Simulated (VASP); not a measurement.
Set up this calculation in VASP 6.6.1, as the native input.

- Task: single point
- Functional: PBEsol
- Potentials or basis: VASP PAW PBE potentials, release 64 (Sn_d, Te)
- Cutoff: 520 eV
- k mesh: 10 × 10 × 10
- Occupations: gaussian, width 0.03 eV
- Spin: no spin polarisation
- Dipole correction: no
- Further INCAR settings: ALGO = Normal; EDIFF = 1e-06; NBANDS = 17

The structure of SnTe lies in POSCAR:

```
SnTe
1.0
    0.0000000000      3.4090200000      3.2827600000
    3.4090200000      0.0000000000      3.2827600000
    3.4090200000      3.4090200000      0.0000000000
Sn Te
1 1
Direct
    0.0000000000      0.0000000000      0.0000000000
    0.5000000000      0.5000000000      0.5000000000
```

This cell differs from its parent crystal: strain +0.080 along x and y, +0.040 along z.

The input as run:

INCAR

```
SYSTEM = SnTe
ALGO = Normal
EDIFF = 1E-6
ENCUT = 520
GGA = PS
ISIF = 2
ISMEAR = 0
LASPH = .True.
LCHARG = .False.
LREAL = .False.
LWAVE = .False.
NBANDS = 17
NELM = 60
PREC = Accurate
SIGMA = 0.03
```

KPOINTS

```
k-points
0
Gamma
  10 10 10
  0 0 0
```

Potentials or basis: VASP PAW PBE potentials, release 64 (Sn_d, Te).

Run with:

```console
$ cat potpaw_PBE.64/Sn_d/POTCAR potpaw_PBE.64/Te/POTCAR > POTCAR
$ mpirun -np 1 vasp_std > vasp.out
```

Results of the run:

```json
{"Pressure": "-6.0 GPa", "Band gap on the k mesh": "0.31 eV"}
```

Caveat: the cell differs from its parent crystal (strain +0.080 along x and y, +0.040 along z); the cell stands under tension; the PAW data sets were made with another functional, which shifts forces and pressure a little; spin-orbit coupling is left out, which moves the levels of the heavy elements.

Wall time 2.8 min on 1 thread of Intel Xeon 8259CL (shared host), peak memory 0.3 GiB.
